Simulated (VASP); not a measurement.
# Ti2O (P-3m1) in VASP: further runs, part 2 of 2

VASP 6.6.1. The steps go on from the part before.

## 3. Single point, PBEsol (volume scaled by 1.02, then relaxed in part)

Input file INCAR:

```
ALGO = Normal ; EDIFF = 1E-6
ENCUT = 520 ; GGA = PS
ISIF = 2 ; ISMEAR = -1
LASPH = True ; LCHARG = True
LELF = True ; LREAL = False
LVHAR = True ; LWAVE = False
NBANDS = 22 ; NELM = 80
PREC = Accurate ; SIGMA = 0.15
```

Input file KPOINTS:

```
k-points
0
Gamma
  18 18 10
```

Input file POSCAR:

```
Ti2O
1.0
    2.9742864288      0.0000000000      0.0000000000
   -1.4871432144      2.5758076055      0.0000000000
    0.0000000000      0.0000000000      4.7560268218
Ti O
2 1
Direct
    0.6666666667      0.3333333333      0.2611522802
    0.3333333333      0.6666666667      0.7388477198
    0.0000000000      0.0000000000      0.0000000000
```

Potentials or basis: VASP PAW PBE potentials, release 64 (Ti_sv, O).

The run is started by

```console
> cat potpaw_PBE.64/Ti_sv/POTCAR potpaw_PBE.64/O/POTCAR > POTCAR
> mpirun -np 1 vasp_std > vasp.out
```

OUTCAR:

```text
EDIFF = 1E-6
   ENCUT = 520
   GGA = PS
   ISIF = 2
   ISMEAR = -1
   LASPH = True
   LREAL = False
   NELM = 80
   PREC = Accurate

 ion  position               nearest neighbor table
   1  0.667  0.333  0.261-   3 2.12   3 2.12   3 2.12   2 2.85   2 2.85   2 2.85
   2  0.333  0.667  0.739-   3 2.12   3 2.12   3 2.12   1 2.85   1 2.85   1 2.85
   3  0.000  0.000  0.000-   1 2.12   2 2.12   1 2.12   2 2.12   1 2.12   2 2.12

  LATTYP: Found a hexagonal cell.
 ALAT       =     2.9742864288
 C/A-ratio  =     1.5990480190

  Lattice vectors:

 A1 = (   2.9742864288,   0.0000000000,   0.0000000000)
 A2 = (  -1.4871432144,   2.5758076055,   0.0000000000)
 A3 = (   0.0000000000,   0.0000000000,   4.7560268218)

Analysis of symmetry for initial positions (statically):
=====================================================================
 Subroutine PRICEL returns:
 Original cell was already a primitive cell.

 Routine SETGRP: Setting up the symmetry group for a
 hexagonal supercell.

 Subroutine GETGRP returns: Found 12 space group operations
 (whereof 12 operations were pure point group operations)
 out of a pool of 24 trial point group operations.

The static configuration has the point symmetry D_3d.

Analysis of symmetry for dynamics (positions and initial velocities):
=====================================================================
 Subroutine PRICEL returns:
 Original cell was already a primitive cell.

 Routine SETGRP: Setting up the symmetry group for a
 hexagonal supercell.

 Subroutine GETGRP returns: Found 12 space group operations
 (whereof 12 operations were pure point group operations)
 out of a pool of 24 trial point group operations.

The dynamic configuration has the point symmetry D_3d.

 Subroutine INISYM returns: Found 12 space group operations
 (whereof 12 operations are pure point group operations),
 and found     1 'primitive' translations

----------------------------------------------------------------------------------------

                                     Primitive cell

  volume of cell :      36.4368

  direct lattice vectors                    reciprocal lattice vectors
     2.974286429  0.000000000  0.000000000     0.336215097  0.194113877  0.000000000
    -1.487143214  2.575807606  0.000000000     0.000000000  0.388227753  0.000000000
     0.000000000  0.000000000  4.756026822     0.000000000  0.000000000  0.210259538

  length of vectors
     2.974286429  2.974286429  4.756026822     0.388227753  0.388227753  0.210259538

  position of ions in fractional coordinates (direct lattice)
     0.666666667  0.333333333  0.261152280
     0.333333333  0.666666667  0.738847720
     0.000000000  0.000000000  0.000000000

  ion indices of the primitive-cell ions
   primitive index   ion index
                 1           1
                 2           2
                 3           3

----------------------------------------------------------------------------------------

 KPOINTS: k-points

Automatic generation of k-mesh.
 Grid dimensions read from file:
 generate k-points for:   18   18   10

 Generating k-lattice:

  Cartesian coordinates                     Fractional coordinates (reciprocal lattice)
     0.018678616  0.010784104  0.000000000     0.055555556  0.000000000  0.000000000
     0.000000000  0.021568209  0.000000000     0.000000000  0.055555556  0.000000000
     0.000000000  0.000000000  0.021025954     0.000000000  0.000000000  0.100000000

  Length of vectors
     0.021568209  0.021568209  0.021025954

  Shift w.r.t. Gamma in fractional coordinates (k-lattice)
     0.000000000  0.000000000  0.000000000

 Subroutine IBZKPT returns following result:
 ===========================================

 Found    330 irreducible k-points:

 Following reciprocal coordinates:
            Coordinates               Weight
  0.000000  0.000000  0.000000      1.000000
  0.055556  0.000000  0.000000      6.000000
  0.111111  0.000000  0.000000      6.000000
  0.166667  0.000000  0.000000      6.000000
  0.222222 -0.000000  0.000000      6.000000
  0.277778  0.000000  0.000000      6.000000
[... 16 lines left out ...]
  0.333333  0.111111  0.000000     12.000000
  0.388889  0.111111  0.000000     12.000000
 [... further k-points ...]
   k-points           NKPTS =    330   k-points in BZ     NKDIM =    330   number of bands    NBANDS=     22
   number of dos      NEDOS =    301   number of ions     NIONS =      3
   total plane-waves  NPLWV =  20736
   dimension x,y,z NGX =    24 NGY =   24 NGZ =   36
   dimension x,y,z NGXF=    48 NGYF=   48 NGZF=   72
   ions per type =               2   1
   NGX,Y,Z   is equivalent  to a cutoff of  13.41, 13.41, 12.58 a.u.
   NGXF,Y,Z  is equivalent  to a cutoff of  26.83, 26.83, 25.17 a.u.
 SYSTEM =  unknown system
   PREC   = accura    normal or accurate (medium, high low for compatibility)
   ISTART =      0    job   : 0-new  1-cont  2-samecut
   ICHARG =      2    charge: 1-file 2-atom 10-const
   ISPIN  =      1    spin polarized calculation?
   LNONCOLLINEAR =      F non collinear calculations
   LSORBIT =      F    spin-orbit coupling
   LASPH  =      T    aspherical Exc in radial PAW
   ENCUT  =  520.0 eV  38.22 Ry    6.18 a.u.   5.53  5.53  8.84*2*pi/ulx,y,z
   NELM   =     80;   NELMIN=  2; NELMDL= -5     # of ELM steps
   EDIFF  = 0.1E-05   stopping-criterion for ELM
   LREAL  =      F    real-space projection
   EDIFFG = 0.1E-04   stopping-criterion for IOM
   NSW    =      0    number of steps for IOM
   IBRION =     -1    ionic relax: 0-MD 1-quasi-New 2-CG
   NFREE  =      0    steps in history (QN), initial steepest desc. (CG)
   ISIF   =      2    stress and relaxation
   ISYM   =      2    0-nonsym 1-usesym 2-fastsym
   POTIM  = 0.5000    time-step for ionic-motion
   TEBEG  =    0.0;   TEEND  =   0.0 temperature during run
   PSTRESS=    0.0 pullay stress
   NELECT =      30.0000    total number of electrons
   NUPDOWN=      -1.0000    fix difference up-down
   EMIN   =  10.00;   EMAX   =-10.00  energy-range for DOS
   EFERMI =   0.00;   METHOD = LEGACY
   ISMEAR =    -1;   SIGMA  =   0.15  broadening in eV -4-tet -1-fermi 0-gaus
   EFERMI_NEDOS =   21; number of points for ismear=-14 and -15
   IALGO  =     38    algorithm
   IMIX   =      4    mixing-type and parameters
     AMIX     =   0.40;   BMIX     =  1.00
     AMIX_MAG =   1.60;   BMIX_MAG =  1.00
  volume/ion in A,a.u.               =      12.15        81.96
  Fermi-wavevector in a.u.,A,eV,Ry     =   1.534388  2.899572 32.032813  2.354345
  Thomas-Fermi vector in A             =   2.641323
   LORBIT       =      0    0 simple, 1 ext, 2 COOP (PROOUT), +10 PAW based schemes
   GGA     = PS    functional components
   LHFCALC =     F    Hartree Fock is set to
   AEXX    =    0.0000 exact exchange contribution
   IVDW    =     0    specifies the selected vdW correction
   LEPSILON=     F    determine dielectric tensor
   LRPA    =     F    only Hartree local field effects (RPA)
 non-spin polarized calculation
  energy-cutoff  :      520.00
  volume of cell :       36.44
 maximum number of plane-waves:      1014
 NGX is ok and might be reduce to    24
   NGX = 11   NGY = 11   NGZ = 17

 number of electron      30.0000003 magnetization

 Free energy of the ion-electron system (eV)
  ---------------------------------------------------
  ext. energy  EPLUGINS =         0.00000000
  ---------------------------------------------------
  free energy    TOTEN  =       -27.64819517 eV

  energy without entropy =      -27.54405863  energy(sigma->0) =      -27.59612690

 E-fermi :   9.7620     XC(G=0): -12.4645

 val. band max:        9.7597298805   @ k =   0.4444   0.1111   0.4000
 cond. band min:       9.7659825429   @ k =   0.0000   0.0556   0.4000
 fundamental gap:      0.0062526624
 Fermi energy:         9.7619694535

 k-point     1 :       0.0000    0.0000    0.0000
  band No.  band energies     occupation
      1     -47.2193      2.00000
      2     -47.0938      2.00000
      3     -23.9724      2.00000
      4     -23.3354      2.00000
      5     -23.3354      2.00000
      6     -23.2525      2.00000
[... 14 lines left out ...]
     21      10.9576      0.00069
     22      13.7510      0.00000
[... 552 lines left out ...]
  band No.  band energies     occupation
      1     -47.1083      2.00000
      2     -47.0677      2.00000
      3     -23.8476      2.00000
      4     -23.6769      2.00000
      5     -23.5960      2.00000
      6     -23.5096      2.00000
[... 14 lines left out ...]
     21      12.9219      0.00000
     22      13.0551      0.00000

 [... further k-points ...]

------------------------ aborting loop because EDIFF is reached ----------------------------------------

  FORCE on cell =-STRESS in cart. coord.  units (eV):
  Direction    XX          YY          ZZ          XY          YZ          ZX
  --------------------------------------------------------------------------------------
  -------------------------------------------------------------------------------------
  Total       -0.7547231     -0.7547231     -0.7590609      0.0000000      0.0000000      0.0000000
  in kB      -33.1862132    -33.1862132    -33.3769520      0.0000000      0.0000000      0.0000000
  external PRESSURE =     -33.2497928 kB  Pullay stress =       0.0000000 kB

 VOLUME and BASIS-vectors are now :
 -----------------------------------------------------------------------------
  energy-cutoff  :      520.00
  volume of cell :       36.44
      direct lattice vectors                 reciprocal lattice vectors
     2.974286429  0.000000000  0.000000000     0.336215097  0.194113877  0.000000000
    -1.487143214  2.575807606  0.000000000     0.000000000  0.388227753  0.000000000
     0.000000000  0.000000000  4.756026822     0.000000000  0.000000000  0.210259538

 POSITION                                       TOTAL-FORCE (eV/Angst)
 -----------------------------------------------------------------------------------
      1.48714      0.85860      1.24205         0.000000      0.000000      0.043820
     -0.00000      1.71721      3.51398        -0.000000     -0.000000     -0.043820
      0.00000      0.00000      0.00000        -0.000000      0.000000      0.000000
 -----------------------------------------------------------------------------------
    total drift:                               -0.000000      0.000000     -0.000000

  FREE ENERGIE OF THE ION-ELECTRON SYSTEM (eV)
  ---------------------------------------------------
  free  energy   TOTEN  =       -27.6481951725 eV

  energy  without entropy=      -27.5440586278  energy(sigma->0) =      -27.59612690
```

OSZICAR:

```text
N       E                     dE             d eps       ncg     rms          rms(c)
DAV:   1     0.345435512551E+03    0.34544E+03   -0.15273E+04 14536   0.171E+03
DAV:   2     0.999032010561E+01   -0.33545E+03   -0.32060E+03 15444   0.481E+02
DAV:   3    -0.288831787868E+02   -0.38873E+02   -0.38033E+02 22536   0.145E+02
DAV:   4    -0.319218509475E+02   -0.30387E+01   -0.30205E+01 19470   0.363E+01
DAV:   5    -0.320374037594E+02   -0.11555E+00   -0.11554E+00 19088   0.615E+00    0.176E+01
DAV:   6    -0.278507299412E+02    0.41867E+01   -0.22142E+01 19330   0.467E+01    0.539E+00
DAV:   7    -0.276628582999E+02    0.18787E+00   -0.18983E+00 20540   0.106E+01    0.322E+00
DAV:   8    -0.276462907158E+02    0.16568E-01   -0.20448E-01 19378   0.395E+00    0.103E+00
DAV:   9    -0.276474204153E+02   -0.11297E-02   -0.41368E-02 20536   0.187E+00    0.505E-01
DAV:  10    -0.276482314512E+02   -0.81104E-03   -0.85323E-03 17894   0.792E-01    0.612E-02
DAV:  11    -0.276481960600E+02    0.35391E-04   -0.54194E-04 21966   0.302E-01    0.419E-02
DAV:  12    -0.276481982705E+02   -0.22104E-05   -0.96503E-05 17240   0.945E-02    0.118E-02
DAV:  13    -0.276481953632E+02    0.29073E-05   -0.56753E-06 19338   0.330E-02    0.545E-03
DAV:  14    -0.276481951725E+02    0.19077E-06   -0.79416E-07  8336   0.100E-02
   1 F= -.27648195E+02 E0= -.27596127E+02  d E =-.104137E+00
```

Wall time 3 min (1 thread of Intel Xeon 6975P-C, shared host); peak memory 0.34 GiB.

Results:

```yaml
Free_energy: -27.6482 eV
Pressure: -3.3 GPa
Largest_force: 0.044 eV/Å
Band_gap_on_the_k_mesh: zero (band 15 reaches 10.20 eV, above the bottom of band 16 at 9.39 eV)
```

Forces on the atoms (eV/Å):
```
Ti   0.000  0.000  0.044
Ti   0.000  0.000 -0.044
O    0.000  0.000  0.000
```

Caveat: the cell differs from its parent crystal (volume scaled by 1.02, then relaxed in part); the PAW data sets were made with another functional, which shifts forces and pressure a little.

## 4. Relaxation of shape and atoms at fixed volume, PBEsol (volume scaled by 0.98)

Input file INCAR:

```
PREC     = Accurate       # precision mode
ENCUT    = 600            # plane-wave cutoff, eV
EDIFF    = 1E-6           # SCF threshold, eV
ISMEAR   = -1             # smearing method
SIGMA    = 0.15           # smearing width, eV
LREAL    = False          # projectors in reciprocal space
LASPH    = True           # aspherical terms in the spheres
NELM     = 80             # most SCF steps
ALGO     = Normal         # electronic algorithm
ISIF     = 4              # what is computed and relaxed
LWAVE    = False          # write WAVECAR
LCHARG   = False          # write CHGCAR
GGA      = PS             # functional
IBRION   = 2              # ionic algorithm
NSW      = 80             # ionic steps
EDIFFG   = -0.001         # ionic threshold
```

Input file KPOINTS:

```
Automatic mesh
0
Gamma
  18 18 10
```

Input file POSCAR:

```
Ti2O
1.0
    2.9334962757      0.0000000000      0.0000000000
   -1.4667481378      2.5404822966      0.0000000000
    0.0000000000      0.0000000000      4.6974773611
Ti O
2 1
Direct
    0.6666666667      0.3333333333      0.2620928277
    0.3333333333      0.6666666667      0.7379071723
    0.0000000000      0.0000000000      0.0000000000
```

The run is started by

```console
> cat potpaw_PBE.64/Ti_sv/POTCAR potpaw_PBE.64/O/POTCAR > POTCAR
> mpirun -np 1 vasp_std > vasp.out
```

Wall time 7.2 min (1 thread of Intel Xeon 6975P-C, shared host); peak memory 0.37 GiB.

The run converged. Its results:

```
Free energy               : -27.6458 eV
Energy gained by relaxing : 0.3 meV/atom
Ionic steps               : 5
Pressure after relaxing   : 4.3 GPa
Band gap on the k mesh    : zero (band 15 reaches 10.68 eV, above the bottom of band 16 at 9.89 eV)
```

Step by step:
| step | energy change (eV) | largest force (eV/Å) | pressure (GPa) | volume (Å³) |
| --- | --- | --- | --- | --- |
| 1 | 0.0000 | 0.1156 | 4.55 | 35.01 |
| 2 | -0.0007 | 0.0190 | 4.37 | 35.01 |
| 3 | -0.0008 | 0.0016 | 4.36 | 35.01 |
| 4 | -0.0009 | 0.0005 | 4.29 | 35.01 |
| 5 | -0.0009 | 0.0001 | 4.30 | 35.01 |

Final structure:
```
Ti O
1.0
     2.93085    0.00000    0.00000
    -1.46542    2.53819    0.00000
     0.00000    0.00000    4.70596
Ti O
2 1
Direct
  0.66667 0.33333 0.26376
  0.33333 0.66667 0.73624
  0.00000 0.00000 0.00000
```

Levels at points of the mesh, in eV from the Fermi level:
```
           k point  band 11  band 12  band 13  band 14  band 15  band 16  band 17  band 18  band 19
(0.00, 0.00, 0.00)    -6.37    -6.37    -3.64    -0.02     0.19     0.59     0.59     1.10     1.10
(0.50, 0.00, 0.00)    -7.18    -6.78    -2.75    -1.30    -0.47     1.32     1.85     2.99     3.01
(0.00, 0.00, 0.50)    -6.44    -6.44    -1.74    -1.63     0.10     0.10     1.33     2.08     2.08
(0.50, 0.00, 0.50)    -7.22    -6.70    -1.71    -1.24    -0.58    -0.19     1.12     2.78     3.01
```

Caveat: the cell differs from its parent crystal (volume scaled by 0.98); the PAW data sets were made with another functional, which shifts forces and pressure a little.

## 5. Single point, PBEsol (biaxial strain in the a-b plane: +3.0 %, then relaxed in part)

Input file INCAR:

```
SYSTEM = Ti2O
  PREC = Accurate
  ENCUT = 520
  EDIFF = 1E-6
  ISMEAR = 0
  SIGMA = 0.1
  LREAL = .FALSE.
  LASPH = .TRUE.
  NELM = 80
  ALGO = Normal
  ISIF = 2
  LWAVE = .FALSE.
  LCHARG = .FALSE.
  GGA = PS
  NBANDS = 22
```

Input file KPOINTS:

```
regular mesh
0
G
  24 24 12
  0 0 0
```

Input file POSCAR:

```
Ti2O
1.0
    3.0415405374      0.0000000000      0.0000000000
   -1.5207702687      2.6340513720      0.0000000000
    0.0000000000      0.0000000000      4.6288820091
Ti O
2 1
Direct
    0.6666666667      0.3333333333      0.2564646268
    0.3333333333      0.6666666667      0.7435353732
    0.0000000000      0.0000000000      0.0000000000
```

The run is started by

```console
> cat potpaw_PBE.64/Ti_sv/POTCAR potpaw_PBE.64/O/POTCAR > POTCAR
> mpirun -np 1 vasp_std > vasp.out
```

It took 5 min on 1 thread of Intel Xeon Platinum 8124M at 3.00GHz (Skylake/Cascade Lake), shared host; peak memory 0.54 GiB.

Results (log left out):

```
Free energy            : -27.5487 eV
Pressure               : -6.1 GPa
Largest force          : 0.043 eV/Å
Band gap on the k mesh : zero (band 15 reaches 10.06 eV, above the bottom of band 16 at 9.30 eV)
```

Forces on the atoms (eV/Å):
```
Ti   0.000  0.000  0.043
Ti   0.000  0.000 -0.043
O    0.000  0.000  0.000
```

Stress tensor (GPa, compression positive):
```
-9.26  0.00  0.00
 0.00 -9.26  0.00
 0.00  0.00  0.32
```

Levels at points of the mesh, in eV from the Fermi level:
```csv
k point,band 13,band 14,band 15,band 16,band 17,band 18
"(0.00, 0.00, 0.00)",-3.58,0.13,0.41,0.54,0.54,0.71
"(0.50, 0.00, 0.00)",-2.57,-1.34,-0.64,1.46,1.62,2.58
"(0.00, 0.00, 0.50)",-1.63,-1.15,-0.09,-0.09,1.35,1.92
"(0.50, 0.00, 0.50)",-1.62,-1.19,-0.65,0.16,1.03,2.25
```

Caveat: the cell differs from its parent crystal (biaxial strain in the a-b plane: +3.0 %, then relaxed in part); the PAW data sets were made with another functional, which shifts forces and pressure a little.

## 6. Summary

```csv
task,cell,k mesh,cutoff (eV),smearing,gap on the mesh (eV),pressure (GPa),largest force (eV/Å)
single point,"a = 2.953, b = 2.953, c = 4.729 Å, angles 90.0, 90.0, 120.0°, 3 atoms",18 × 18 × 10,520,fermi-dirac 0.15 eV,none,0.4,0.05
single point,"a = 2.974, b = 2.974, c = 4.756 Å, angles 90.0, 90.0, 120.0°, 3 atoms",18 × 18 × 10,520,fermi-dirac 0.15 eV,none,-3.3,0.04
relaxation of shape and atoms at fixed volume,"relaxed from a = 2.933, b = 2.933, c = 4.697 Å, angles 90.0, 90.0, 120.0°, 3 atoms",18 × 18 × 10,600,fermi-dirac 0.15 eV,none,4.3,-
single point,"a = 3.042, b = 3.042, c = 4.629 Å, angles 90.0, 90.0, 120.0°, 3 atoms",24 × 24 × 12,520,gaussian 0.1 eV,none,-6.1,0.04
```

Alike in all rows: level PBEsol; potentials or basis VASP PAW PBE potentials, release 64 (Ti_sv, O); no spin polarisation.

Caveats: the PAW data sets were made with another functional, which shifts forces and pressure a little.

Absolute energies hang on the potentials; compare differences alone.
